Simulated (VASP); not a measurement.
# Pd (I4/mmm) in VASP: a series of runs

Runs on Pd. Level: PBEsol. Tasks: single point.

Everything below comes from runs of VASP 6.6.1. Logs are shortened: lines on timing, memory, paths and dates and some standing lists are left out, and cuts for length are marked.

## 1. The cell of the first run

Symmetry: I4/mmm, No. 139, tetragonal system. The conventional cell has a = 3.145 Å, b = 3.145 Å, c = 3.113 Å, α = 90.00°, β = 90.00°, γ = 90.00°. Pd (site symmetry 4/mmm) has 14 Pd at 2.71 to 3.14 Å within 3.6 Å.

## 2. Single point, PBEsol

File INCAR:

```
PREC     = Accurate       # precision mode
ENCUT    = 520            # plane-wave cutoff, eV
EDIFF    = 1E-6           # SCF threshold, eV
ISMEAR   = -1             # smearing method
SIGMA    = 0.1            # smearing width, eV
LREAL    = F              # projectors in reciprocal space
LASPH    = T              # aspherical terms in the spheres
NELM     = 80             # most SCF steps
ALGO     = Normal         # electronic algorithm
ISIF     = 2              # what is computed and relaxed
LWAVE    = F              # write WAVECAR
LCHARG   = T              # write CHGCAR
GGA      = PS             # functional
LELF     = T              # ELF
LVHAR    = T            
NBANDS   = 11             # bands
```

File KPOINTS:

```
Automatic mesh
0
Gamma
  15 15 15
```

File POSCAR:

```
Pd
1.0
   -1.5722810000      1.5722810000      1.5565581900
    1.5722810000     -1.5722810000      1.5565581900
    1.5722810000      1.5722810000     -1.5565581900
Pd
1
Direct
    0.0000000000      0.0000000000      0.0000000000
```

Potentials or basis: VASP PAW PBE potentials, release 64 (Pd).

Command:

```sh
> cat potpaw_PBE.64/Pd/POTCAR > POTCAR
> mpirun -np 1 vasp_std > vasp.out
```

OUTCAR:

```text
PREC = Accurate
   ENCUT = 520
   EDIFF = 1E-6
   ISMEAR = -1
   LREAL = F
   LASPH = T
   NELM = 80
   ISIF = 2
   GGA = PS

 ion  position               nearest neighbor table
   1  0.000  0.000  0.000-

  LATTYP: Found a body centered tetragonal cell.
 ALAT       =     3.1445620000
 C/A-ratio  =     0.9900000000

  Lattice vectors:

 A1 = (  -1.5722810000,   1.5722810000,   1.5565581900)
 A2 = (   1.5722810000,  -1.5722810000,   1.5565581900)
 A3 = (   1.5722810000,   1.5722810000,  -1.5565581900)

Analysis of symmetry for initial positions (statically):
=====================================================================
 Subroutine PRICEL returns:
 Original cell was already a primitive cell.

 Routine SETGRP: Setting up the symmetry group for a
 body centered tetragonal supercell.

 Subroutine GETGRP returns: Found 16 space group operations
 (whereof 16 operations were pure point group operations)
 out of a pool of 16 trial point group operations.

The static configuration has the point symmetry D_4h.

Analysis of symmetry for dynamics (positions and initial velocities):
=====================================================================
 Subroutine PRICEL returns:
 Original cell was already a primitive cell.

 Routine SETGRP: Setting up the symmetry group for a
 body centered tetragonal supercell.

 Subroutine GETGRP returns: Found 16 space group operations
 (whereof 16 operations were pure point group operations)
 out of a pool of 16 trial point group operations.

The dynamic configuration has the point symmetry D_4h.

 Subroutine INISYM returns: Found 16 space group operations
 (whereof 16 operations are pure point group operations),
 and found     1 'primitive' translations

----------------------------------------------------------------------------------------

                                     Primitive cell

  volume of cell :      15.3917

  direct lattice vectors                    reciprocal lattice vectors
    -1.572281000  1.572281000  1.556558190     0.000000000  0.318009313  0.321221528
     1.572281000 -1.572281000  1.556558190     0.318009313  0.000000000  0.321221528
     1.572281000  1.572281000 -1.556558190     0.318009313  0.318009313  0.000000000

  length of vectors
     2.714223367  2.714223367  2.714223367     0.452010169  0.452010169  0.449733083

  position of ions in fractional coordinates (direct lattice)
     0.000000000  0.000000000  0.000000000

  ion indices of the primitive-cell ions
   primitive index   ion index
                 1           1

----------------------------------------------------------------------------------------

 KPOINTS: Automatic mesh

Automatic generation of k-mesh.
 Grid dimensions read from file:
 generate k-points for:   15   15   15

 Generating k-lattice:

  Cartesian coordinates                     Fractional coordinates (reciprocal lattice)
     0.000000000  0.021200621  0.021414769     0.066666667  0.000000000  0.000000000
     0.021200621  0.000000000  0.021414769     0.000000000  0.066666667  0.000000000
     0.021200621  0.021200621  0.000000000     0.000000000  0.000000000  0.066666667

  Length of vectors
     0.030134011  0.030134011  0.029982206

  Shift w.r.t. Gamma in fractional coordinates (k-lattice)
     0.000000000  0.000000000  0.000000000

 Subroutine IBZKPT returns following result:
 ===========================================

 Found    288 irreducible k-points:

 Following reciprocal coordinates:
            Coordinates               Weight
  0.000000  0.000000  0.000000      1.000000
  0.066667 -0.000000  0.000000      8.000000
  0.133333 -0.000000  0.000000      8.000000
  0.200000  0.000000  0.000000      8.000000
  0.266667 -0.000000  0.000000      8.000000
  0.333333 -0.000000  0.000000      8.000000
[... 16 lines left out ...]
  0.133333  0.133333  0.000000      8.000000
  0.200000  0.133333  0.000000     16.000000
 [... further k-points ...]
   k-points           NKPTS =    288   k-points in BZ     NKDIM =    288   number of bands    NBANDS=     11
   number of dos      NEDOS =    301   number of ions     NIONS =      1
   total plane-waves  NPLWV =   8000
   dimension x,y,z NGX =    20 NGY =   20 NGZ =   20
   dimension x,y,z NGXF=    40 NGYF=   40 NGZF=   40
   ions per type =               1
   NGX,Y,Z   is equivalent  to a cutoff of  12.25, 12.25, 12.25 a.u.
   NGXF,Y,Z  is equivalent  to a cutoff of  24.50, 24.50, 24.50 a.u.
 SYSTEM =  unknown system
   PREC   = accura    normal or accurate (medium, high low for compatibility)
   ISTART =      0    job   : 0-new  1-cont  2-samecut
   ICHARG =      2    charge: 1-file 2-atom 10-const
   ISPIN  =      1    spin polarized calculation?
   LNONCOLLINEAR =      F non collinear calculations
   LSORBIT =      F    spin-orbit coupling
   LASPH  =      T    aspherical Exc in radial PAW
   ENCUT  =  520.0 eV  38.22 Ry    6.18 a.u.   5.05  5.05  5.05*2*pi/ulx,y,z
   NELM   =     80;   NELMIN=  2; NELMDL= -5     # of ELM steps
   EDIFF  = 0.1E-05   stopping-criterion for ELM
   LREAL  =      F    real-space projection
   EDIFFG = 0.1E-04   stopping-criterion for IOM
   NSW    =      0    number of steps for IOM
   IBRION =     -1    ionic relax: 0-MD 1-quasi-New 2-CG
   NFREE  =      0    steps in history (QN), initial steepest desc. (CG)
   ISIF   =      2    stress and relaxation
   ISYM   =      2    0-nonsym 1-usesym 2-fastsym
   POTIM  = 0.5000    time-step for ionic-motion
   TEBEG  =    0.0;   TEEND  =   0.0 temperature during run
   PSTRESS=    0.0 pullay stress
   NELECT =      10.0000    total number of electrons
   NUPDOWN=      -1.0000    fix difference up-down
   EMIN   =  10.00;   EMAX   =-10.00  energy-range for DOS
   EFERMI =   0.00;   METHOD = LEGACY
   ISMEAR =    -1;   SIGMA  =   0.10  broadening in eV -4-tet -1-fermi 0-gaus
   EFERMI_NEDOS =   21; number of points for ismear=-14 and -15
   IALGO  =     38    algorithm
   IMIX   =      4    mixing-type and parameters
     AMIX     =   0.40;   BMIX     =  1.00
     AMIX_MAG =   1.60;   BMIX_MAG =  1.00
  volume/ion in A,a.u.               =      15.39       103.87
  Fermi-wavevector in a.u.,A,eV,Ry     =   1.417902  2.679447 27.353786  2.010447
  Thomas-Fermi vector in A             =   2.539084
   LORBIT       =      0    0 simple, 1 ext, 2 COOP (PROOUT), +10 PAW based schemes
   GGA     = PS    functional components
   LHFCALC =     F    Hartree Fock is set to
   AEXX    =    0.0000 exact exchange contribution
   IVDW    =     0    specifies the selected vdW correction
   LEPSILON=     F    determine dielectric tensor
   LRPA    =     F    only Hartree local field effects (RPA)
 non-spin polarized calculation
  energy-cutoff  :      520.00
  volume of cell :       15.39
 maximum number of plane-waves:       426
   NGX = 11   NGY = 11   NGZ = 11

 number of electron      10.0000005 magnetization

 Free energy of the ion-electron system (eV)
  ---------------------------------------------------
  ext. energy  EPLUGINS =         0.00000000
  ---------------------------------------------------
  free energy    TOTEN  =        -5.90954736 eV

  energy without entropy =       -5.86763886  energy(sigma->0) =       -5.88859311

 E-fermi :   8.9087     XC(G=0): -13.1127

 val. band max:        8.9078827627   @ k =  -0.2000  -0.4000   0.0667
 cond. band min:       8.9101460014   @ k =  -0.4000   0.4000   0.2000
 fundamental gap:      0.0022632387
 Fermi energy:         8.9087269466

 k-point     1 :       0.0000    0.0000    0.0000
  band No.  band energies     occupation
      1       2.0125      2.00000
      2       6.0850      2.00000
      3       6.1526      2.00000
      4       6.1526      2.00000
      5       7.9872      1.99980
      6       8.0660      1.99956
      7      28.0813      0.00000
      8      28.0813      0.00000
      9      28.2743      0.00000
     10      35.6609      0.00000
     11      36.2677      0.00000

 k-point     2 :       0.0667   -0.0000    0.0000
  band No.  band energies     occupation
      1       2.1777      2.00000
      2       6.0577      2.00000
      3       6.1539      2.00000
      4       6.2400      2.00000
      5       7.9621      1.99985
      6       8.0327      1.99969
      7      28.0158      0.00000
      8      28.2303      0.00000
      9      28.2745      0.00000
     10      34.7220      0.00000
     11      35.2412      0.00000

 k-point     3 :       0.1333   -0.0000    0.0000
  band No.  band energies     occupation
      1       2.6476      2.00000
      2       5.9094      2.00000
      3       6.1538      2.00000
      4       6.5716      2.00000
      5       7.8406      1.99995
      6       8.0331      1.99969
      7      27.4088      0.00000
      8      28.0309      0.00000
      9      28.8232      0.00000
     10      33.4453      0.00000
     11      33.8222      0.00000

 k-point     4 :       0.2000    0.0000    0.0000
  band No.  band energies     occupation
      1       3.3146      2.00000
      2       5.6927      2.00000
      3       6.1959      2.00000
      4       7.0972      2.00000
      5       7.7436      1.99998
      6       8.0632      1.99957
      7      25.7908      0.00000
      8      27.3086      0.00000
      9      29.6381      0.00000
     10      32.5145      0.00000
     11      32.9861      0.00000
[... 239 lines left out ...]
 k-point    22 :      -0.0667    0.0667    0.0000
  band No.  band energies     occupation
      1       2.1759      2.00000
      2       6.0892      2.00000
      3       6.0996      2.00000
      4       6.2669      2.00000
      5       7.9234      1.99989
      6       8.0677      1.99956
      7      27.9561      0.00000
      8      28.1066      0.00000
      9      28.4647      0.00000
     10      34.6683      0.00000
     11      35.1463      0.00000

 k-point    23 :       0.1333    0.1333    0.0000
  band No.  band energies     occupation
      1       3.7076      2.00000
      2       5.7522      2.00000
      3       5.8538      2.00000
      4       7.5842      2.00000
      5       7.6284      1.99999
      6       8.1824      1.99860
      7      25.7345      0.00000
      8      26.1264      0.00000
      9      29.6328      0.00000
     10      29.8566      0.00000
     11      33.5207      0.00000

 k-point    24 :       0.2000    0.1333    0.0000
  band No.  band energies     occupation
      1       4.2652      2.00000
      2       5.5545      2.00000
      3       5.9534      2.00000
      4       7.6121      2.00000
      5       8.1930      1.99844
      6       8.5461      1.94814
      7      23.5876      0.00000
      8      24.8984      0.00000
      9      28.2240      0.00000
     10      30.3492      0.00000
     11      34.3039      0.00000

 [... further k-points ...]
[... 5 lines left out ...]
  --------------------------------------------------------------------------------------
  -------------------------------------------------------------------------------------
  Total       -0.8111896     -0.8111896     -0.8389243      0.0000000      0.0000000      0.0000000
  in kB      -84.4398103    -84.4398103    -87.3268254      0.0000000      0.0000000      0.0000000
  external PRESSURE =     -85.4021487 kB  Pullay stress =       0.0000000 kB

 VOLUME and BASIS-vectors are now :
 -----------------------------------------------------------------------------
  energy-cutoff  :      520.00
  volume of cell :       15.39
      direct lattice vectors                 reciprocal lattice vectors
    -1.572281000  1.572281000  1.556558190     0.000000000  0.318009313  0.321221528
     1.572281000 -1.572281000  1.556558190     0.318009313  0.000000000  0.321221528
     1.572281000  1.572281000 -1.556558190     0.318009313  0.318009313  0.000000000

 POSITION                                       TOTAL-FORCE (eV/Angst)
 -----------------------------------------------------------------------------------
      0.00000      0.00000      0.00000        -0.000000     -0.000000     -0.000000
 -----------------------------------------------------------------------------------
    total drift:                                0.000000     -0.000000      0.000000

  FREE ENERGIE OF THE ION-ELECTRON SYSTEM (eV)
  ---------------------------------------------------
  free  energy   TOTEN  =        -5.9095473581 eV

  energy  without entropy=       -5.8676388619  energy(sigma->0) =       -5.88859311
```

Wall time 19 s (1 thread of Intel Xeon Platinum 8488C (Sapphire Rapids), shared host); peak memory 0.16 GiB.

What came out:

```yaml
Free_energy: -5.9095 eV
Pressure: -8.5 GPa
Band_gap_on_the_k_mesh: zero (band 5 reaches 9.44 eV, above the bottom of band 6 at 7.95 eV)
```

Stress tensor (GPa, compression positive):
```
-8.44  0.00  0.00
 0.00 -8.44  0.00
 0.00  0.00 -8.73
```

Levels at points of the mesh, in eV from the Fermi level:
```
           k point  band 1  band 2  band 3  band 4  band 5  band 6  band 7  band 8  band 9  band 10
(0.00, 0.00, 0.00)   -6.90   -2.82   -2.76   -2.76   -0.92   -0.84   19.17   19.17   19.37    26.75
```

Caveat: the PAW data sets were made with another functional, which shifts forces and pressure a little.

(Part 1 of 2 ends here.)
